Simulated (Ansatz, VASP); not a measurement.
# One calculation of SnSe2, two programs

File POSCAR:

```
SnSe2
1.0
    1.9122916090      1.1040620752      6.3350940106
   -1.9122916090      1.1040620752      6.3350940106
    0.0000000000     -2.2081241505      6.3350940106
Sn Se
1 2
Direct
    0.0000000000      0.0000000000      0.0000000000
    0.2505568934      0.2505568934      0.2505568934
    0.7494431066      0.7494431066      0.7494431066
```

The input INCAR.step1:

```
SYSTEM = SnSe2
PREC     = Accurate       ! precision mode
ENCUT    = 520            ! plane-wave cutoff, eV
ISMEAR   = 1              ! smearing method
SIGMA    = 0.05           ! smearing width, eV
LREAL    = .False.        ! projectors in reciprocal space
LASPH    = .True.         ! aspherical terms in the spheres
NELM     = 100            ! most SCF steps
NBANDS   = 20             ! bands
GGA      = PE             ! functional
ALGO     = Normal         ! electronic algorithm
EDIFF    = 1E-4           ! SCF threshold, eV
LWAVE    = .True.         ! write WAVECAR
LCHARG   = .False.        ! write CHGCAR
```

The input INCAR.step2:

```
SYSTEM = SnSe2
PREC     = Accurate       ! precision mode
ENCUT    = 520            ! plane-wave cutoff, eV
EDIFF    = 1E-6           ! SCF threshold, eV
ISMEAR   = 1              ! smearing method
SIGMA    = 0.05           ! smearing width, eV
LREAL    = .False.        ! projectors in reciprocal space
LASPH    = .True.         ! aspherical terms in the spheres
NELM     = 100            ! most SCF steps
ALGO     = Normal         ! electronic algorithm
ISIF     = 2              ! what is computed and relaxed
LWAVE    = .False.        ! write WAVECAR
LCHARG   = .False.        ! write CHGCAR
METAGGA  = R2SCAN         ! meta-GGA
LMIXTAU  = .True.       
NBANDS   = 20             ! bands
ISTART   = 1
```

Contents of KPOINTS:

```
regular mesh
0
Gamma
  6 6 6
  0 0 0
```

Input for Ansatz:

```yaml
crystal:
  lattice:
    - [1.912291609, 1.1040620752, 6.3350940106]
    - [-1.912291609, 1.1040620752, 6.3350940106]
    - [0.0, -2.2081241505, 6.3350940106]
  atoms:
    - { symbol: Sn, position: [0.0, 0.0, 0.0] }
    - { symbol: Se, position: [0.2505568934, 0.2505568934, 0.2505568934] }
    - { symbol: Se, position: [0.7494431066, 0.7494431066, 0.7494431066] }
kpoints:
  mp_grid: { grid: [6, 6, 6] }
hamiltonian:
  xc: r2scan
scf:
  occupations: { method: cold, width: 0.05 }
  n_extra_bands: 4
output:
  forces: true
  stress: true
  eigenvalues: true
```

Alike in both runs: task single point; functional r2SCAN; k mesh 6 × 6 × 6; no spin polarisation.

|  | VASP | Ansatz |
| --- | --- | --- |
| version | VASP 6.6.1 | Ansatz 0.2.0 |
| potentials or method | VASP PAW PBE potentials, release 64 (Sn_d, Se) | plane waves |
| plane-wave cutoff (eV) | 520 | 500 |
| occupations | methfessel-paxton of order 1, width 0.05 eV | cold, width 0.05 eV |
| valence electrons in the cell | 26 | 46 |

Ansatz gave:

| Item | Value |
| --- | --- |
| gap on the k mesh at the Fermi level (eV) | 0.58 |
| pressure (GPa) | 0.9 |
| traceless stress, the component that is largest in VASP (GPa) | -0.10 |
| rms of the force components (eV/Å) | 0.016 |

Q: Estimate VASP's values.

A: gap on the k mesh at the Fermi level (eV): 0.58; pressure (GPa): 1.0; traceless stress, the component that is largest in VASP (GPa): -0.12; rms of the force components (eV/Å): 0.010.

VASP's potentials were made for PBE, not for r2SCAN. Atom by atom the forces differ by 0.006 eV/Å (rms over components). VASP's potentials hold 26 valence electrons a cell and Ansatz's 46, so a difference there can come from the potentials and not from the codes.
